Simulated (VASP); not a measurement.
A run of VASP 6.6.1 is set up as follows.

INCAR

```
ALGO     = Normal         # electronic algorithm
EDIFF    = 1E-6           # SCF threshold, eV
ENCUT    = 520            # plane-wave cutoff, eV
GGA      = PE             # functional
GGA_COMPAT= False        
ISIF     = 2              # what is computed and relaxed
ISMEAR   = -1             # smearing method
IVDW     = 12             # dispersion correction
LASPH    = True           # aspherical terms in the spheres
LCHARG   = True           # write CHGCAR
LELF     = True           # ELF
LREAL    = Auto         
LVHAR    = True         
LWAVE    = False          # write WAVECAR
NBANDS   = 66             # bands
NELM     = 120            # most SCF steps
PREC     = Accurate       # precision mode
SIGMA    = 0.05           # smearing width, eV
```

Contents of KPOINTS:

```
k-points
0
Gamma
  1 1 1
```

Contents of POSCAR:

```
H4CO
1.0
    6.8512850000      0.0000000000      0.0000000000
    0.0000000000      6.8512850000      0.0000000000
    0.0000000000      0.0000000000      6.8512850000
C O H
6 6 24
Direct
    0.1500010582      0.6979712565      0.7606164391
    0.6144102895      0.3585896660      0.5623762550
    0.1843303847      0.5378699032      0.2354594795
    0.5595154778      0.3927146513      1.0740612892
    0.9757001789      0.1012072918      0.2221335122
    0.5945745944      0.8580142265      0.6724431986
   -0.0127421352      0.7050064331      0.8878626418
    0.7970621570      0.4088722043      0.6327426169
    0.0578869511      0.6979712565      0.2870410441
    0.4505432193      0.2534706993      0.9729269765
    1.1840552539      0.0696949550      0.2169228108
    0.7497425665      0.9790864050      0.7534207087
    0.2329344057      0.5589754331      0.7694177078
   -0.0759127667      0.8314644625      0.8707271702
    0.0978210657      0.7109323288      0.6094039293
    0.2587251880      0.8139640958      0.8107676151
    0.6508122199      0.2607977919      0.4429825938
    0.8036302679      0.5163994783      0.7220835216
    0.5130424439      0.2815384267      0.6619196253
    0.5542609890      0.4926521083      0.4840697767
    0.1770178879      0.4221543842      0.3334556948
   -0.0416710150      0.6714652799      0.1964157089
    0.1680414696      0.4977460433      0.0843345445
    0.3273546495      0.6090098427      0.2419254198
    0.5080214879      0.3818991620      1.2283681090
    0.3691716225      0.1905190048      1.0746013339
    0.7122605467      0.3493651191      1.0793157780
    0.5388624178      0.5409496175      1.0157072724
    0.9561272083      0.2591922537      0.2308618018
    1.2012928962     -0.0637398678      0.2324965317
    0.8886362193      0.0299505859      0.1159490519
    0.9182656976      0.0489397244      0.3670406354
    0.6578036091      0.7514648712      0.5752789440
    0.6796681207      1.0789654787      0.8141976286
    0.5277842040      0.7987990574      0.7994704643
    0.5047958157      0.9660815453      0.6030547554
```

Potentials or basis: VASP PAW PBE potentials, release 64 (C, O, H).

Command:

```sh
$ cat potpaw_PBE.64/C/POTCAR potpaw_PBE.64/O/POTCAR potpaw_PBE.64/H/POTCAR > POTCAR
$ mpirun -np 1 vasp_gam > vasp.out
```

Task: Estimate the dispersion energy per atom.

Result: -0.043 eV.

Task: Estimate the largest force.

Result: 3.300 eV/Å.

Stress tensor (GPa, compression positive):
```
 4.14 -1.03  1.27
-1.03  4.37  0.51
 1.27  0.51  3.32
```

Caveat: the k points lie up to 0.92 Å⁻¹ apart.
